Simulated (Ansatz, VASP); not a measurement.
## Two plane-wave programs on MgO

```
Mg O
1.0
     2.59423   -0.02912   -0.02912
    -0.02912    2.59423   -0.02912
    -0.02912   -0.02912    2.59423
Mg O
1 1
Direct
  0.00000 0.00000 0.00000
  0.50000 0.50000 0.50000
```

Change from the starting cell: shear_111 strain -3.3%.

Alike in both runs: task single point; functional PBE; k mesh 10 × 10 × 10; occupations fermi-dirac, width 0.02 eV; no spin polarisation.

|  | VASP | Ansatz |
| --- | --- | --- |
| version | VASP 6.6.1 | Ansatz 0.2.0 |
| potentials or method | VASP PAW PBE potentials, release 64 (Mg, O) | plane waves, PAW |
| plane-wave cutoff (eV) | 520 | 420 |
| valence electrons in the cell | 8 | 16 |

Ansatz gave:

```
gap on the k mesh at the Fermi level (eV)                     : 2.97
pressure (GPa)                                                : 12.3
traceless stress, the component that is largest in VASP (GPa) : -0.97
```

**Question.** Which values does VASP return?

**Answer.** gap on the k mesh at the Fermi level (eV): 2.95; pressure (GPa): 11.5; traceless stress, the component that is largest in VASP (GPa): -0.97.

The functional is the same, so the differences come from potentials, cutoffs and numerics. VASP's potentials hold 8 valence electrons a cell and Ansatz's 16, so a difference there can come from the potentials and not from the codes.
